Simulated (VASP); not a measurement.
# BaTiO3 in VASP: further runs

Runs on BaTiO3. Level: LDA. Tasks: electric field gradients.

Program: VASP 6.6.1. These are calculated values, not measurements. Logs are shortened: lines on timing, memory, paths and dates and some standing lists are left out, and cuts for length are marked.

**1. The cell of the first run**

It takes space group P4/mmm (No. 123, tetragonal). The conventional cell has a = 4.007 Å, b = 4.007 Å, c = 4.087 Å, α = 90.00°, β = 90.00°, γ = 90.00°. Ba (site symmetry 4/mmm) has 12 O at 2.83 to 2.86 Å and 8 Ti at 3.49 Å within 3.7 Å. Ti (site symmetry 4/mmm) has 6 O at 2.00 to 2.04 Å within 2.7 Å. O (site symmetry mmm) has 2 Ti at 2.00 Å within 2.7 Å. Within 2.7 Å of O (site symmetry 4/mmm) lie 2 Ti at 2.04 Å.

**2. Electric field gradients, LDA (zz strain of +2 %)**

Input file INCAR:

```
PREC = Accurate
ENCUT = 1000
EDIFF = 1E-8
ISMEAR = -1
SIGMA = 0.05
LREAL = F
LASPH = T
NELM = 120
ALGO = Normal
ISIF = 2
LWAVE = F
LCHARG = F
GGA = CA
LEFG = T
NBANDS = 28
GGA_COMPAT = F
```

Input file KPOINTS:

```
Automatic mesh
0
Gamma
  8 8 8
```

Input file POSCAR:

```
BaTiO3
1.0
    4.0073000000      0.0000000000      0.0000000000
    0.0000000000      4.0073000000      0.0000000000
    0.0000000000      0.0000000000      4.0874460000
Ba Ti O
1 1 3
Direct
    0.5000000000      0.5000000000      0.5000000000
    0.0000000000      0.0000000000      0.0000000000
    0.5000000000      0.0000000000      0.0000000000
    0.0000000000      0.5000000000      0.0000000000
    0.0000000000      0.0000000000      0.5000000000
```

Potentials or basis: VASP PAW LDA potentials, release 64 (Ba_sv, Ti_sv, O_h).

Run with:

```sh
cat potpaw_LDA.64/Ba_sv/POTCAR potpaw_LDA.64/Ti_sv/POTCAR potpaw_LDA.64/O_h/POTCAR > POTCAR
mpirun -np 1 vasp_std > vasp.out
```

OUTCAR:

```text
PREC = Accurate
   ENCUT = 1000
   EDIFF = 1E-8
   ISMEAR = -1
   LREAL = F
   LASPH = T
   NELM = 120
   ISIF = 2
   GGA = CA

 ion  position               nearest neighbor table
   1  0.500  0.500  0.500-   5 2.83   5 2.83   5 2.83   5 2.83   4 2.86   3 2.86   4 2.86   3 2.86
                             4 2.86   3 2.86   4 2.86   3 2.86   2 3.49   2 3.49   2 3.49   2 3.49
   2  0.000  0.000  0.000-   3 2.00   4 2.00   4 2.00   3 2.00   5 2.04   5 2.04   1 3.49   1 3.49
                             1 3.49   1 3.49   1 3.49   1 3.49   1 3.49   1 3.49
   3  0.500  0.000  0.000-   2 2.00   2 2.00   1 2.86   1 2.86   1 2.86   1 2.86
   4  0.000  0.500  0.000-   2 2.00   2 2.00   1 2.86   1 2.86   1 2.86   1 2.86
   5  0.000  0.000  0.500-   2 2.04   2 2.04   1 2.83   1 2.83   1 2.83   1 2.83

  LATTYP: Found a simple tetragonal cell.
 ALAT       =     4.0073000000
 C/A-ratio  =     1.0200000000

  Lattice vectors:

 A1 = (   4.0073000000,   0.0000000000,   0.0000000000)
 A2 = (   0.0000000000,   4.0073000000,   0.0000000000)
 A3 = (   0.0000000000,   0.0000000000,   4.0874460000)

Analysis of symmetry for initial positions (statically):
=====================================================================
 Subroutine PRICEL returns:
 Original cell was already a primitive cell.

 Routine SETGRP: Setting up the symmetry group for a
 simple tetragonal supercell.

 Subroutine GETGRP returns: Found 16 space group operations
 (whereof 16 operations were pure point group operations)
 out of a pool of 16 trial point group operations.

The static configuration has the point symmetry D_4h.

Analysis of symmetry for dynamics (positions and initial velocities):
=====================================================================
 Subroutine PRICEL returns:
 Original cell was already a primitive cell.

 Routine SETGRP: Setting up the symmetry group for a
 simple tetragonal supercell.

 Subroutine GETGRP returns: Found 16 space group operations
 (whereof 16 operations were pure point group operations)
 out of a pool of 16 trial point group operations.

The dynamic configuration has the point symmetry D_4h.

 Subroutine INISYM returns: Found 16 space group operations
 (whereof 16 operations are pure point group operations),
 and found     1 'primitive' translations

[... 153 lines left out ...]
 Fermi energy:         4.5193821035

 k-point     1 :       0.0000    0.0000    0.0000
  band No.  band energies     occupation
      1     -52.2840      2.00000
      2     -28.8880      2.00000
      3     -28.8880      2.00000
      4     -28.8802      2.00000
      5     -21.0120      2.00000
      6     -12.8409      2.00000
[... 733 lines left out ...]
     27      11.4198      0.00000
     28      12.2828      0.00000

 [... further k-points ...]

------------------------ aborting loop because EDIFF is reached ----------------------------------------

  FORCE on cell =-STRESS in cart. coord.  units (eV):
  Direction    XX          YY          ZZ          XY          YZ          ZX
  --------------------------------------------------------------------------------------
  -------------------------------------------------------------------------------------
  Total       -3.7805009     -3.7805009     -5.0854776      0.0000000     -0.0000000      0.0000000
  in kB      -92.2792770    -92.2792770   -124.1328090      0.0000000     -0.0000000      0.0000000
  external PRESSURE =    -102.8971210 kB  Pullay stress =       0.0000000 kB

 VOLUME and BASIS-vectors are now :
 -----------------------------------------------------------------------------
  energy-cutoff  :     1000.00
  volume of cell :       65.64
      direct lattice vectors                 reciprocal lattice vectors
     4.007300000  0.000000000  0.000000000     0.249544581  0.000000000  0.000000000
     0.000000000  4.007300000  0.000000000     0.000000000  0.249544581  0.000000000
     0.000000000  0.000000000  4.087446000     0.000000000  0.000000000  0.244651550

 POSITION                                       TOTAL-FORCE (eV/Angst)
 -----------------------------------------------------------------------------------
      2.00365      2.00365      2.04372         0.000000      0.000000      0.000000
      0.00000      0.00000      0.00000         0.000000      0.000000      0.000000
      2.00365      0.00000      0.00000         0.000000      0.000000      0.000000
      0.00000      2.00365      0.00000         0.000000      0.000000      0.000000
      0.00000      0.00000      2.04372         0.000000      0.000000      0.000000
 -----------------------------------------------------------------------------------
    total drift:                                0.000000      0.000000     -0.000000

  FREE ENERGIE OF THE ION-ELECTRON SYSTEM (eV)
  ---------------------------------------------------
  free  energy   TOTEN  =       -44.0405473496 eV

  energy  without entropy=      -44.0405473410  energy(sigma->0) =      -44.04054735

 Electric field gradients (V/A^2)
---------------------------------------------------------------------
 ion       V_xx      V_yy      V_zz      V_xy      V_xz      V_yz
---------------------------------------------------------------------
   1      -2.050    -2.050     4.100    -0.000     0.000     0.000
   2      -8.653    -8.653    17.306     0.000    -0.000     0.000
   3      20.265   -13.445    -6.820    -0.000     0.000     0.000
   4     -13.445    20.265    -6.820    -0.000    -0.000     0.000
   5     -14.809   -14.809    29.619     0.000     0.000     0.000
---------------------------------------------------------------------

 Electric field gradients after diagonalization (V/A^2)
 (convention: |V_zz| > |V_xx| > |V_yy|)
----------------------------------------------------------------------
 ion       V_xx      V_yy      V_zz     asymmetry (V_yy - V_xx)/ V_zz
----------------------------------------------------------------------
   1      -2.050    -2.050     4.100       0.000
   2      -8.653    -8.653    17.306       0.000
   3     -13.445    -6.820    20.265       0.327
   4     -13.445    -6.820    20.265       0.327
   5     -14.809   -14.809    29.619       0.000
----------------------------------------------------------------------

           NMR quadrupolar parameters

 Cq : quadrupolar parameter    Cq=e*Q*V_zz/h
 eta: asymmetry parameters     (V_yy - V_xx)/ V_zz
 Q  : nuclear electric quadrupole moment in mb (millibarn)
----------------------------------------------------------------------
 ion       Cq(MHz)       eta       Q (mb)
----------------------------------------------------------------------
   1       0.010       0.000       1.000
   2       0.042       0.000       1.000
   3       0.049       0.327       1.000
   4       0.049       0.327       1.000
   5       0.072       0.000       1.000
----------------------------------------------------------------------
```

OSZICAR:

```text
N       E                     dE             d eps       ncg     rms          rms(c)
DAV:   1     0.587410994120E+03    0.58741E+03   -0.29710E+04  4200   0.246E+03
DAV:   2     0.534090385341E+02   -0.53400E+03   -0.51083E+03  4428   0.544E+02
DAV:   3    -0.485167594677E+02   -0.10193E+03   -0.95957E+02  5888   0.190E+02
DAV:   4    -0.545935987920E+02   -0.60768E+01   -0.60518E+01  5448   0.459E+01
DAV:   5    -0.548043001489E+02   -0.21070E+00   -0.21048E+00  6408   0.837E+00    0.222E+01
DAV:   6    -0.444521838137E+02    0.10352E+02   -0.57325E+01  6216   0.640E+01    0.103E+01
DAV:   7    -0.442984430749E+02    0.15374E+00   -0.11437E+01  5828   0.236E+01    0.653E+00
DAV:   8    -0.440867318194E+02    0.21171E+00   -0.76470E-01  5044   0.711E+00    0.361E+00
DAV:   9    -0.440801619105E+02    0.65699E-02   -0.46997E-01  6280   0.587E+00    0.179E+00
DAV:  10    -0.440482106503E+02    0.31951E-01   -0.22146E-01  5160   0.449E+00    0.747E-01
DAV:  11    -0.440409204641E+02    0.72902E-02   -0.31150E-02  5380   0.107E+00    0.249E-01
DAV:  12    -0.440406467098E+02    0.27375E-03   -0.39951E-03  5264   0.585E-01    0.820E-02
DAV:  13    -0.440406644082E+02   -0.17698E-04   -0.29104E-04  5416   0.138E-01    0.897E-02
DAV:  14    -0.440405483472E+02    0.11606E-03   -0.24812E-04  5460   0.152E-01    0.106E-02
DAV:  15    -0.440405475631E+02    0.78417E-06   -0.14095E-05  6096   0.248E-02    0.533E-03
DAV:  16    -0.440405475151E+02    0.47946E-07   -0.14400E-06  5460   0.722E-03    0.328E-03
DAV:  17    -0.440405473444E+02    0.17074E-06   -0.81406E-07  5524   0.688E-03    0.778E-04
DAV:  18    -0.440405473496E+02   -0.52282E-08   -0.50374E-08  5068   0.143E-03
   1 F= -.44040547E+02 E0= -.44040547E+02  d E =-.856053E-08
```

Wall time 5.8 min (1 thread of Intel Xeon Platinum 8259CL at 2.50GHz (Skylake/Cascade Lake), shared host); peak memory 0.48 GiB.

Results:

| Quantity | Value |
| --- | --- |
| Free energy | -44.0405 eV |
| Pressure | -10.3 GPa |
| Band gap on the k mesh | 1.58 eV (least direct gap 1.76 eV) |
| Largest electric field gradient by atom | Ba +4.1; Ti +17.3; O +20.3, +29.6 (each value once) V/Å² |

Levels at points of the mesh, in eV from the valence-band top:
```csv
k point,band 16,band 17,band 18,band 19,band 20,band 21,band 22,band 23,band 24,band 25
"(0.00, 0.00, 0.00)",-1.08,-1.08,-0.20,-0.18,-0.18,1.58,1.58,1.61,3.69,3.83
"(0.50, 0.00, 0.00)",-1.93,-1.93,-1.92,-0.77,-0.74,1.74,3.37,3.38,3.73,5.75
"(0.50, 0.50, 0.00)",-2.79,-1.76,-0.80,-0.80,-0.08,3.38,3.38,3.80,4.45,7.58
"(0.00, 0.00, 0.50)",-1.93,-1.72,-1.72,-0.73,-0.73,1.75,3.21,3.21,3.84,5.65
"(0.50, 0.00, 0.50)",-2.60,-1.77,-0.97,-0.96,-0.14,3.22,3.38,3.70,4.64,7.34
"(0.50, 0.50, 0.50)",-2.39,-2.39,-0.04,-0.04,0.00,3.95,3.95,4.04,6.48,6.48
```

Electric field gradients, principal values (V/Å²):
```csv
atom,least,middle,greatest (by size)
1 Ba,-2.050,-2.050,4.100
2 Ti,-8.653,-8.653,17.306
3 O,-6.820,-13.445,20.265
4 O,-6.820,-13.445,20.265
5 O,-14.809,-14.809,29.619
```

Caveat: the cell differs from its parent crystal (zz strain of +2 %); the cell stands under tension; without QUAD_EFG the Cq values of the log hold for a quadrupole moment of 1 mb, not for the nuclei; spin-orbit coupling is left out, which moves the levels of the heavy elements.

**3. Electric field gradients, LDA (12.36 Å³/atom)**

This run uses another cell than the first one, of 12.36 Å³/atom.

Input file INCAR:

```
PREC = Accurate ; ENCUT = 1000
EDIFF = 1E-8 ; ISMEAR = -1
SIGMA = 0.05 ; LREAL = False
LASPH = True ; NELM = 120
ALGO = Normal ; ISIF = 2
LWAVE = False ; LCHARG = False
GGA = CA ; LEFG = True
NBANDS = 28 ; GGA_COMPAT = False
```

Input file KPOINTS:

```
regular mesh
0
Gamma
  8 8 8
```

POSCAR: that of step 2 with these lines changed.

```diff
@@ -2,5 +2,5 @@
 1.0
-    4.0073000000      0.0000000000      0.0000000000
-    0.0000000000      4.0073000000      0.0000000000
-    0.0000000000      0.0000000000      4.0874460000
+    3.9531406582      0.0000000000      0.0000000000
+    0.0000000000      3.9531406582      0.0000000000
+    0.0000000000      0.0000000000      3.9531406582
 Ba Ti O
```

Potentials or basis: VASP PAW LDA potentials, release 64 (Ba_sv, Ti_sv, O_h).

Run with:

```sh
cat potpaw_LDA.64/Ba_sv/POTCAR potpaw_LDA.64/Ti_sv/POTCAR potpaw_LDA.64/O_h/POTCAR > POTCAR
mpirun -np 1 vasp_std > vasp.out
```

OUTCAR:

```text
PREC = Accurate
   ENCUT = 1000
   EDIFF = 1E-8
   ISMEAR = -1
   LREAL = False
   LASPH = True
   NELM = 120
   ISIF = 2
   GGA = CA

 ion  position               nearest neighbor table
   1  0.500  0.500  0.500-   3 2.80   4 2.80   5 2.80   3 2.80   4 2.80   3 2.80   5 2.80   3 2.80
                             4 2.80   5 2.80   4 2.80   5 2.80   2 3.42   2 3.42   2 3.42   2 3.42
   2  0.000  0.000  0.000-   3 1.98   4 1.98   5 1.98   5 1.98   4 1.98   3 1.98   1 3.42   1 3.42
                             1 3.42   1 3.42   1 3.42   1 3.42   1 3.42   1 3.42
   3  0.500  0.000  0.000-   2 1.98   2 1.98   1 2.80   1 2.80   1 2.80   1 2.80
   4  0.000  0.500  0.000-   2 1.98   2 1.98   1 2.80   1 2.80   1 2.80   1 2.80
   5  0.000  0.000  0.500-   2 1.98   2 1.98   1 2.80   1 2.80   1 2.80   1 2.80

[... 983 lines left out ...]
   3      18.152    -9.076    -9.076    -0.000    -0.000     0.000
   4      -9.076    18.152    -9.076    -0.000     0.000    -0.000
   5      -9.076    -9.076    18.152     0.000     0.000     0.000
---------------------------------------------------------------------

 Electric field gradients after diagonalization (V/A^2)
 (convention: |V_zz| > |V_xx| > |V_yy|)
----------------------------------------------------------------------
 ion       V_xx      V_yy      V_zz     asymmetry (V_yy - V_xx)/ V_zz
----------------------------------------------------------------------
   1       0.000     0.000     0.000      -0.261
   2       0.000    -0.000     0.000      -1.174
   3      -9.076    -9.076    18.152       0.000
   4      -9.076    -9.076    18.152       0.000
   5      -9.076    -9.076    18.152       0.000
----------------------------------------------------------------------

           NMR quadrupolar parameters

 Cq : quadrupolar parameter    Cq=e*Q*V_zz/h
 eta: asymmetry parameters     (V_yy - V_xx)/ V_zz
 Q  : nuclear electric quadrupole moment in mb (millibarn)
----------------------------------------------------------------------
 ion       Cq(MHz)       eta       Q (mb)
----------------------------------------------------------------------
   1       0.000      -0.261       1.000
   2       0.000      -1.174       1.000
   3       0.044       0.000       1.000
   4       0.044       0.000       1.000
   5       0.044       0.000       1.000
----------------------------------------------------------------------
```

It took 2.4 min on 1 thread of Intel Xeon Platinum 8375C at 2.90GHz (Ice Lake), shared host; peak memory 0.33 GiB.

Results:

```
Free energy                             : -44.1832 eV
Pressure                                : -0.2 GPa
Band gap on the k mesh                  : 1.73 eV (least direct gap 1.83 eV)
Largest electric field gradient by atom : Ba +0.0; Ti +0.0; O +18.2 V/Å²
```

Electric field gradients, principal values (V/Å²):
| atom | least | middle | greatest (by size) |
| --- | --- | --- | --- |
| 1 Ba | 0.000 | 0.000 | 0.000 |
| 2 Ti | 0.000 | 0.000 | 0.000 |
| 3 O | -9.076 | -9.076 | 18.152 |
| 4 O | -9.076 | -9.076 | 18.152 |
| 5 O | -9.076 | -9.076 | 18.152 |

Caveat: without QUAD_EFG the Cq values of the log hold for a quadrupole moment of 1 mb, not for the nuclei; spin-orbit coupling is left out, which moves the levels of the heavy elements.

(Part 1 of 2 ends here.)
